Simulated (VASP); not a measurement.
# C (P6_522) in VASP: a series of runs

C is run at these levels: PBE; tasks: single point, relaxation of cell and atoms.

Program: VASP 6.6.1. These are calculated values, not measurements. Logs are shortened: lines on timing, memory, paths and dates and some standing lists are left out, and cuts for length are marked.

**1. The cell of the first run**

It takes space group P6_522 (No. 179, hexagonal). The conventional cell has a = 4.110 Å, b = 4.110 Å, c = 4.406 Å, α = 90.00°, β = 90.00°, γ = 120.00°. Within 2.2 Å of C (site symmetry 1) lie 6 C at 1.50 to 2.10 Å.

The cell was built from a structure type or drawn by symmetry, and may not be a known phase.

**2. Single point, PBE**

Contents of INCAR:

```
PREC = Accurate
ENCUT = 520
EDIFF = 1E-6
ISMEAR = 0
SIGMA = 0.1
LREAL = False
LASPH = True
NELM = 80
ALGO = Normal
ISIF = 2
LWAVE = False
LCHARG = False
GGA = PE
NBANDS = 36
```

Contents of KPOINTS:

```
regular mesh
0
Gamma
  6 6 4
```

Contents of POSCAR:

```
C
1.0
    4.1103326100      0.0000000000      0.0000000000
   -2.0551663000      3.5596524600      0.0000000000
    0.0000000000      0.0000000000      4.4064807300
C
12
Direct
    0.0818387400      0.7224022000      0.9371510000
    0.2775978000      0.3594365400      0.6038176600
    0.6405634600      0.9181612600      0.2704843300
    0.9181612600      0.2775978000      0.4371510000
    0.7224022000      0.6405634600      0.1038176600
    0.3594365400      0.0818387400      0.7704843300
    0.0818387400      0.3594365400      0.8961823400
    0.6405634600      0.7224022000      0.5628490000
    0.2775978000      0.9181612600      0.2295156700
    0.9181612600      0.6405634600      0.3961823400
    0.3594365400      0.2775978000      0.0628490000
    0.7224022000      0.0818387400      0.7295156700
```

Potentials or basis: VASP PAW PBE potentials, release 64 (C).

Launch:

```console
$ cat potpaw_PBE.64/C/POTCAR > POTCAR
$ mpirun -np 1 vasp_std > vasp.out
```

OUTCAR:

```text
PREC = Accurate
   ENCUT = 520
   EDIFF = 1E-6
   ISMEAR = 0
   LREAL = False
   LASPH = True
   NELM = 80
   ISIF = 2
   GGA = PE

 ion  position               nearest neighbor table
   1  0.082  0.722  0.937-   7 1.50   9 1.52   5 1.53   6 1.53  11 2.05
   2  0.278  0.359  0.604-   8 1.50   7 1.52   4 1.53   6 1.53  12 2.05
   3  0.641  0.918  0.270-   9 1.50   8 1.52   5 1.53   4 1.53  10 2.05
   4  0.918  0.278  0.437-  10 1.50  12 1.52   2 1.53   3 1.53   8 2.05
   5  0.722  0.641  0.104-  11 1.50  10 1.52   1 1.53   3 1.53   9 2.05
   6  0.359  0.082  0.770-  12 1.50  11 1.52   2 1.53   1 1.53   7 2.05
   7  0.082  0.359  0.896-   1 1.50   2 1.52  11 1.53  12 1.53   6 2.05
   8  0.641  0.722  0.563-   2 1.50   3 1.52  10 1.53  12 1.53   4 2.05
   9  0.278  0.918  0.230-   3 1.50   1 1.52  11 1.53  10 1.53   5 2.05
  10  0.918  0.641  0.396-   4 1.50   5 1.52   8 1.53   9 1.53   3 2.05
  11  0.359  0.278  0.063-   5 1.50   6 1.52   7 1.53   9 1.53   1 2.05
  12  0.722  0.082  0.730-   6 1.50   4 1.52   8 1.53   7 1.53   2 2.05

  LATTYP: Found a hexagonal cell.
 ALAT       =     4.1103326100
 C/A-ratio  =     1.0720496729

  Lattice vectors:

 A1 = (   4.1103326100,   0.0000000000,   0.0000000000)
 A2 = (  -2.0551663000,   3.5596524600,   0.0000000000)
 A3 = (   0.0000000000,   0.0000000000,   4.4064807300)

Analysis of symmetry for initial positions (statically):
=====================================================================
 Subroutine PRICEL returns:
 Original cell was already a primitive cell.

 Routine SETGRP: Setting up the symmetry group for a
 hexagonal supercell.

 Subroutine GETGRP returns: Found 12 space group operations
 (whereof  2 operations were pure point group operations)
 out of a pool of 24 trial point group operations.

The static configuration has the point symmetry C_2 .
 The point group associated with its full space group is D_6 .

Analysis of symmetry for dynamics (positions and initial velocities):
=====================================================================
 Subroutine PRICEL returns:
 Original cell was already a primitive cell.

 Routine SETGRP: Setting up the symmetry group for a
 hexagonal supercell.

 Subroutine GETGRP returns: Found 12 space group operations
 (whereof  2 operations were pure point group operations)
 out of a pool of 24 trial point group operations.

The dynamic configuration has the point symmetry C_2 .
 The point group associated with its full space group is D_6 .
[... 126 lines left out ...]
   NELECT =      48.0000    total number of electrons
   NUPDOWN=      -1.0000    fix difference up-down
   EMIN   =  10.00;   EMAX   =-10.00  energy-range for DOS
   EFERMI =   0.00;   METHOD = LEGACY
   ISMEAR =     0;   SIGMA  =   0.10  broadening in eV -4-tet -1-fermi 0-gaus
   EFERMI_NEDOS =   21; number of points for ismear=-14 and -15
   IALGO  =     38    algorithm
   IMIX   =      4    mixing-type and parameters
     AMIX     =   0.40;   BMIX     =  1.00
     AMIX_MAG =   1.60;   BMIX_MAG =  1.00
  volume/ion in A,a.u.               =       5.37        36.26
  Fermi-wavevector in a.u.,A,eV,Ry     =   1.483758  2.803896 29.953743  2.201538
  Thomas-Fermi vector in A             =   2.597380
   LORBIT       =      0    0 simple, 1 ext, 2 COOP (PROOUT), +10 PAW based schemes
   GGA     = PE    functional components
   LHFCALC =     F    Hartree Fock is set to
   AEXX    =    0.0000 exact exchange contribution
   IVDW    =     0    specifies the selected vdW correction
   LEPSILON=     F    determine dielectric tensor
   LRPA    =     F    only Hartree local field effects (RPA)
 non-spin polarized calculation
 Gauss-broadening in eV      SIGMA  =   0.10
  energy-cutoff  :      520.00
  volume of cell :       64.47
 maximum number of plane-waves:      1758
 NGX is ok and might be reduce to    32
   NGX = 15   NGY = 15   NGZ = 17

 number of electron      47.9999996 magnetization

 Free energy of the ion-electron system (eV)
  ---------------------------------------------------
  ext. energy  EPLUGINS =         0.00000000
  ---------------------------------------------------
  free energy    TOTEN  =       -96.55558894 eV

  energy without entropy =      -96.55558894  energy(sigma->0) =      -96.55558894

 E-fermi :  11.9946     XC(G=0): -13.5588

 val. band max:       11.5353186125   @ k =   0.0000   0.0000   0.0000
 cond. band min:      12.7177359083   @ k =   0.0000   0.0000   0.2500
 fundamental gap:      1.1824172958
 Fermi energy:        11.9946155121

 k-point     1 :       0.0000    0.0000    0.0000
  band No.  band energies     occupation
      1     -12.3496      2.00000
      2      -7.4615      2.00000
      3      -7.4615      2.00000
      4      -4.0985      2.00000
      5      -4.0985      2.00000
      6      -2.6115      2.00000
[... 808 lines left out ...]
     35      19.0138      0.00000
     36      19.0138      0.00000

------------------------ aborting loop because EDIFF is reached ----------------------------------------

  FORCE on cell =-STRESS in cart. coord.  units (eV):
  Direction    XX          YY          ZZ          XY          YZ          ZX
  --------------------------------------------------------------------------------------
  -------------------------------------------------------------------------------------
  Total       13.6239102     13.6239102     34.8676118      0.0000000      0.0000000      0.0000000
  in kB      338.5602096    338.5602099    866.4756129      0.0000005      0.0000000      0.0000000
  external PRESSURE =     514.5320108 kB  Pullay stress =       0.0000000 kB

 VOLUME and BASIS-vectors are now :
 -----------------------------------------------------------------------------
  energy-cutoff  :      520.00
  volume of cell :       64.47
      direct lattice vectors                 reciprocal lattice vectors
     4.110332610  0.000000000  0.000000000     0.243289314  0.140463150  0.000000000
    -2.055166300  3.559652460  0.000000000     0.000000000  0.280926301  0.000000000
     0.000000000  0.000000000  4.406480730     0.000000000  0.000000000  0.226938471

 POSITION                                       TOTAL-FORCE (eV/Angst)
 -----------------------------------------------------------------------------------
     -1.14827      2.57150      4.12954         0.576287     -0.672964      0.567503
      0.40232      1.27947      2.66071         0.294660      0.835561      0.567503
      0.74595      3.26833      1.19188        -0.870947     -0.162598      0.567503
      3.20344      0.98815      1.92630        -0.576287      0.672964      0.567503
      1.65285      2.28018      0.45747        -0.294660     -0.835561      0.567503
      1.30921      0.29132      3.39512         0.870947      0.162598      0.567503
     -0.40232      1.27947      3.94901        -0.294660      0.835561     -0.567503
      1.14827      2.57150      2.48018        -0.576287     -0.672964     -0.567503
     -0.74595      3.26833      1.01136         0.870947     -0.162598     -0.567503
      2.45748      2.28018      1.74577         0.294660     -0.835561     -0.567503
      0.90689      0.98815      0.27694         0.576287      0.672964     -0.567503
      2.80112      0.29132      3.21460        -0.870947      0.162598     -0.567503
 -----------------------------------------------------------------------------------
    total drift:                               -0.000000      0.000000      0.000023

  FREE ENERGIE OF THE ION-ELECTRON SYSTEM (eV)
  ---------------------------------------------------
  free  energy   TOTEN  =       -96.5555889410 eV

  energy  without entropy=      -96.5555889410  energy(sigma->0) =      -96.55558894
```

OSZICAR:

```text
N       E                     dE             d eps       ncg     rms          rms(c)
DAV:   1     0.139866660650E+03    0.13987E+03   -0.25470E+04  1512   0.131E+03
DAV:   2    -0.913551659842E+02   -0.23122E+03   -0.21704E+03  1964   0.264E+02
DAV:   3    -0.100797723658E+03   -0.94426E+01   -0.93514E+01  1984   0.481E+01
DAV:   4    -0.100902046867E+03   -0.10432E+00   -0.10403E+00  1968   0.550E+00
DAV:   5    -0.100904104811E+03   -0.20579E-02   -0.20570E-02  1868   0.713E-01    0.143E+01
DAV:   6    -0.974719933472E+02    0.34321E+01   -0.27616E+00  1672   0.844E+00    0.832E+00
DAV:   7    -0.965536949752E+02    0.91830E+00   -0.24943E+00  1720   0.806E+00    0.243E+00
DAV:   8    -0.965559760253E+02   -0.22811E-02   -0.19934E-01  1816   0.241E+00    0.319E-01
DAV:   9    -0.965555490290E+02    0.42700E-03   -0.87915E-03  1944   0.543E-01    0.199E-01
DAV:  10    -0.965555777199E+02   -0.28691E-04   -0.11183E-03  1828   0.172E-01    0.282E-02
DAV:  11    -0.965555889491E+02   -0.11229E-04   -0.49750E-05  1892   0.415E-02    0.201E-02
DAV:  12    -0.965555883977E+02    0.55145E-06   -0.10746E-05  1776   0.182E-02    0.728E-03
DAV:  13    -0.965555889410E+02   -0.54334E-06   -0.14024E-06  1024   0.709E-03
   1 F= -.96555589E+02 E0= -.96555589E+02  d E =-.270061E-12
```

stdout:

```text
POSCAR found type information on POSCAR C
 POSCAR found :  1 types and      12 ions
 scaLAPACK will be used
 LDA part: xc-table for (Slater+PW92), standard interpolation
 POSCAR, INCAR and KPOINTS ok, starting setup
 FFT: planning ... GRIDC
 FFT: planning ... GRID_SOFT
 FFT: planning ... GRID
 WAVECAR not read
 entering main loop
```

It took 55 s on 1 thread of Intel Xeon 8259CL, shared host; peak memory 0.19 GiB.

What came out:

| Item | Value |
| --- | --- |
| Free energy | -96.5556 eV |
| Pressure | 51.5 GPa |
| Largest force | 1.052 eV/Å |
| Band gap on the k mesh | 1.18 eV (least direct gap 2.18 eV) |

Forces on the atoms (eV/Å):
```
C    0.576 -0.673  0.568
C    0.295  0.836  0.568
C   -0.871 -0.163  0.568
C   -0.576  0.673  0.568
C   -0.295 -0.836  0.568
C    0.871  0.163  0.568
C   -0.295  0.836 -0.568
C   -0.576 -0.673 -0.568
C    0.871 -0.163 -0.568
C    0.295 -0.836 -0.568
C    0.576  0.673 -0.568
C   -0.871  0.163 -0.568
```

Caveat: the cell stands under pressure; forces of over 1 eV/Å act on the atoms, so gaps and moduli don't describe the material at rest.

**3. Single point, PBE**

This run uses another cell than the first one, of 6.22 Å³/atom.

Contents of INCAR:

```
SYSTEM = C
ALGO = Normal
EDIFF = 1E-7
ENCUT = 520
GGA = PE
ISIF = 2
ISMEAR = 0
LASPH = .True.
LCHARG = .True.
LELF = .True.
LREAL = .False.
LVHAR = .True.
LWAVE = .False.
NBANDS = 36
NELM = 60
PREC = Accurate
SIGMA = 0.1
```

Contents of KPOINTS:

```
k-points
0
Gamma
  6 6 4
  0 0 0
```

Contents of POSCAR:

```
C
1.0
    4.1564222005     -0.0000000029      0.0000000000
   -2.0782110977      3.5995672160      0.0000000000
    0.0000000000      0.0000000000      4.9866556621
C
12
Direct
    0.0839665879      0.7185265490      0.9523422388
    0.2814734510      0.3654400389      0.6190089054
    0.6345599611      0.9160334121      0.2856755721
    0.9160334121      0.2814734510      0.4523422388
    0.7185265490      0.6345599611      0.1190089054
    0.3654400389      0.0839665879      0.7856755721
    0.0839665879      0.3654400389      0.8809910946
    0.6345599611      0.7185265490      0.5476577612
    0.2814734510      0.9160334121      0.2143244279
    0.9160334121      0.6345599611      0.3809910946
    0.3654400389      0.2814734510      0.0476577612
    0.7185265490      0.0839665879      0.7143244279
```

Potentials or basis: VASP PAW PBE potentials, release 64 (C).

Launch:

```console
$ cat potpaw_PBE.64/C/POTCAR > POTCAR
$ mpirun -np 1 vasp_std > vasp.out
```

It took 63 s on 1 thread of Intel Xeon 8259CL, shared host; peak memory 0.2 GiB.

The run converged. Its results:

```yaml
Free_energy: -99.1619 eV
Pressure: 0.8 GPa
Largest_force: 0.036 eV/Å
Band_gap_on_the_k_mesh: 2.11 eV
```

Forces on the atoms (eV/Å):
```
C   -0.014 -0.003 -0.033
C    0.009 -0.010 -0.033
C    0.004  0.013 -0.033
C    0.014  0.003 -0.033
C   -0.009  0.010 -0.033
C   -0.004 -0.013 -0.033
C   -0.009 -0.010  0.033
C    0.014 -0.003  0.033
C   -0.004  0.013  0.033
C    0.009  0.010  0.033
C   -0.014  0.003  0.033
C    0.004 -0.013  0.033
```

Stress tensor (GPa, compression positive):
```
0.56 0.00 0.00
0.00 0.56 0.00
0.00 0.00 1.16
```

Levels at points of the mesh, in eV from the valence-band top:
```
           k point  band 21  band 22  band 23  band 24  band 25  band 26  band 27  band 28
(0.00, 0.00, 0.00)    -3.50    -0.41    -0.41    -0.23     3.36     3.36     7.50     7.50
(0.50, 0.00, 0.00)    -2.45    -1.48    -1.41    -1.11     4.62     5.22     5.34     5.66
(0.00, 0.00, 0.50)    -2.74    -2.74    -0.69    -0.69     3.22     3.22     5.56     5.56
(0.50, 0.00, 0.50)    -2.25    -2.25    -2.05    -2.05     4.72     4.72     5.47     5.47
```

A k mesh can miss the band edges.

**4. Single point, PBE**

This run uses another cell than the first one, of 6.22 Å³/atom.

Contents of INCAR:

```
SYSTEM = C
PREC = Accurate
ENCUT = 520
EDIFF = 1E-6
ISMEAR = 0
SIGMA = 0.02
LREAL = .False.
LASPH = .True.
NELM = 100
ALGO = Normal
ISIF = 2
LWAVE = .False.
LCHARG = .False.
GGA = PE
NBANDS = 36
```

Contents of KPOINTS:

```
Automatic mesh
0
Gamma
  6 6 6
  0 0 0
```

Contents of POSCAR:

```
C
1.0
    4.1562720341      0.0000000000      0.0000000000
   -2.0781360171      3.5994371666      0.0000000000
    0.0000000000      0.0000000000      4.9894515564
C
12
Direct
    0.0839924038      0.7185490392      0.9523782418
    0.2814509608      0.3654433645      0.6190449084
    0.6345566355      0.9160075962      0.2857115751
    0.9160075962      0.2814509608      0.4523782418
    0.7185490392      0.6345566355      0.1190449084
    0.3654433645      0.0839924038      0.7857115751
    0.0839924038      0.3654433645      0.8809550916
    0.6345566355      0.7185490392      0.5476217582
    0.2814509608      0.9160075962      0.2142884249
    0.9160075962      0.6345566355      0.3809550916
    0.3654433645      0.2814509608      0.0476217582
    0.7185490392      0.0839924038      0.7142884249
```

Launch:

```console
$ cat potpaw_PBE.64/C/POTCAR > POTCAR
$ mpirun -np 1 vasp_std > vasp.out
```

Run time: 73 s. Hardware: 1 thread of Intel Xeon 8259CL, shared host; peak memory 0.21 GiB.

The run converged. Its results:

```
Free energy            : -99.1623 eV
Pressure               : 0.6 GPa
Largest force          : 0.034 eV/Å
Band gap on the k mesh : 2.28 eV
```

Forces in eV/Å, atoms in the order of the input:
```
C   -0.013 -0.008 -0.030
C    0.013 -0.008 -0.030
C    0.000  0.015 -0.030
C    0.013  0.008 -0.030
C   -0.013  0.008 -0.030
C    0.000 -0.015 -0.030
C   -0.013 -0.008  0.030
C    0.013 -0.008  0.030
C    0.000  0.015  0.030
C    0.013  0.008  0.030
C   -0.013  0.008  0.030
C    0.000 -0.015  0.030
```

Stress tensor (GPa, compression positive):
```
0.53 0.00 0.00
0.00 0.53 0.00
0.00 0.00 0.80
```

Levels at points of the mesh, in eV from the valence-band top:
| k point | band 20 | band 21 | band 22 | band 23 | band 24 | band 25 | band 26 | band 27 | band 28 | band 29 |
| --- | --- | --- | --- | --- | --- | --- | --- | --- | --- | --- |
| (0.00, 0.00, 0.00) | -3.43 | -3.43 | -0.34 | -0.34 | -0.18 | 3.42 | 3.42 | 7.56 | 7.56 | 7.92 |
| (0.50, 0.00, 0.00) | -2.89 | -2.38 | -1.42 | -1.35 | -1.05 | 4.69 | 5.28 | 5.40 | 5.72 | 6.02 |
| (0.00, 0.00, 0.50) | -3.19 | -2.68 | -2.68 | -0.62 | -0.62 | 3.29 | 3.29 | 5.62 | 5.62 | 6.39 |
| (0.50, 0.00, 0.50) | -3.22 | -2.19 | -2.19 | -1.99 | -1.99 | 4.79 | 4.79 | 5.54 | 5.54 | 7.01 |

**5. Relaxation of cell and atoms, PBE**

Contents of INCAR:

```
PREC = Accurate
ENCUT = 600
EDIFF = 1E-6
ISMEAR = 0
SIGMA = 0.1
LREAL = False
LASPH = True
NELM = 60
ALGO = Normal
ISIF = 3
LWAVE = False
LCHARG = False
GGA = PE
IBRION = 2
NSW = 90
EDIFFG = -0.04
```

Contents of KPOINTS:

```
Automatic mesh
0
Gamma
  6 6 4
```

Contents of POSCAR:

```
C
1.0
    4.1103326100      0.0000000000      0.0000000000
   -2.0551663000      3.5596524600      0.0000000000
    0.0000000000      0.0000000000      4.4064807300
C
12
Direct
    0.0818387400      0.7224022000      0.9371510000
    0.2775978000      0.3594365400      0.6038176600
    0.6405634600      0.9181612600      0.2704843300
    0.9181612600      0.2775978000      0.4371510000
    0.7224022000      0.6405634600      0.1038176600
    0.3594365400      0.0818387400      0.7704843300
    0.0818387400      0.3594365400      0.8961823400
    0.6405634600      0.7224022000      0.5628490000
    0.2775978000      0.9181612600      0.2295156700
    0.9181612600      0.6405634600      0.3961823400
    0.3594365400      0.2775978000      0.0628490000
    0.7224022000      0.0818387400      0.7295156700
```

Launch:

```console
$ cat potpaw_PBE.64/C/POTCAR > POTCAR
$ mpirun -np 1 vasp_std > vasp.out
```

It took 6.5 min on 1 thread of Intel Xeon 8259CL, shared host; peak memory 0.21 GiB.

It converged, with:

```yaml
Free_energy: -99.1567 eV
Relaxed_volume: 6.23 Å³/atom
Relaxed_cell: a = 4.158 Å, b = 4.158 Å, c = 4.991 Å, α = 90.00°, β = 90.00°, γ = 120.00°
Space_group_after_relaxing_to_0.1_Å: P6_522 (No. 179)
Energy_gained_by_relaxing: 214.2 meV/atom
Ionic_steps: 11
Pressure_after_relaxing: -0.1 GPa
Largest_force_after_relaxing: 0.007 eV/Å
Band_gap_on_the_k_mesh: 2.11 eV
```

Forces in eV/Å, atoms in the order of the input:
```
C    0.003 -0.005 -0.004
C    0.002  0.005 -0.004
C   -0.006 -0.001 -0.004
C   -0.003  0.005 -0.004
C   -0.002 -0.005 -0.004
C    0.006  0.001 -0.004
C   -0.002  0.005  0.004
C   -0.003 -0.005  0.004
C    0.006 -0.001  0.004
C    0.002 -0.005  0.004
C    0.003  0.005  0.004
C   -0.006  0.001  0.004
```

Stress tensor (GPa, compression positive):
```
-0.19  0.00  0.00
 0.00 -0.19  0.00
 0.00  0.00  0.05
```

Step by step:
| step | energy change (eV) | largest force (eV/Å) | pressure (GPa) | volume (Å³) |
| --- | --- | --- | --- | --- |
| 1 | 0.0000 | 1.0541 | 50.73 | 64.47 |
| 2 | -1.0676 | 2.4035 | -31.58 | 81.52 |
| 3 | -1.8443 | 1.7157 | -6.88 | 74.05 |
| 4 | -2.1545 | 2.0607 | -0.57 | 76.44 |
| 5 | -2.4341 | 0.4704 | -4.07 | 75.52 |
| 6 | -2.5256 | 0.3604 | 2.03 | 74.62 |
| 7 | -2.5612 | 0.1795 | -0.29 | 74.94 |
| 8 | -2.5701 | 0.0505 | -0.58 | 74.84 |
| 9 | -2.5705 | 0.0475 | -0.64 | 74.81 |
| 10 | -2.5698 | 0.0928 | 0.77 | 74.57 |
| 11 | -2.5709 | 0.0066 | -0.11 | 74.72 |

Final structure:
```cif
data_structure
_symmetry_space_group_name_H-M 'P 1'
_symmetry_Int_Tables_number 1
_cell_length_a 4.1578
_cell_length_b 4.1578
_cell_length_c 4.9908
_cell_angle_alpha 90.000
_cell_angle_beta 90.000
_cell_angle_gamma 120.000
_cell_volume 74.72
loop_
_atom_site_label
_atom_site_type_symbol
_atom_site_fract_x
_atom_site_fract_y
_atom_site_fract_z
_atom_site_occupancy
C1 C 0.08386 0.71853 0.95230 1
C2 C 0.28147 0.36533 0.61897 1
C3 C 0.63467 0.91614 0.28564 1
C4 C 0.91614 0.28147 0.45230 1
C5 C 0.71853 0.63467 0.11897 1
C6 C 0.36533 0.08386 0.78564 1
C7 C 0.08386 0.36533 0.88103 1
C8 C 0.63467 0.71853 0.54770 1
C9 C 0.28147 0.91614 0.21436 1
C10 C 0.91614 0.63467 0.38103 1
C11 C 0.36533 0.28147 0.04770 1
C12 C 0.71853 0.08386 0.71436 1
```

Levels at points of the mesh, in eV from the valence-band top:
| k point | band 22 | band 23 | band 24 | band 25 | band 26 | band 27 |
| --- | --- | --- | --- | --- | --- | --- |
| (0.00, 0.00, 0.00) | -0.41 | -0.41 | -0.23 | 3.36 | 3.36 | 7.50 |
| (0.50, 0.00, 0.00) | -1.48 | -1.40 | -1.11 | 4.62 | 5.21 | 5.33 |
| (0.00, 0.00, 0.50) | -2.74 | -0.69 | -0.69 | 3.23 | 3.23 | 5.54 |
| (0.50, 0.00, 0.50) | -2.25 | -2.05 | -2.05 | 4.71 | 4.71 | 5.47 |

Caveat: the volume moved by over 15 % at a fixed basis, so the end points are rough. A k mesh can miss the band edges.

(Part 1 of 2 ends here.)
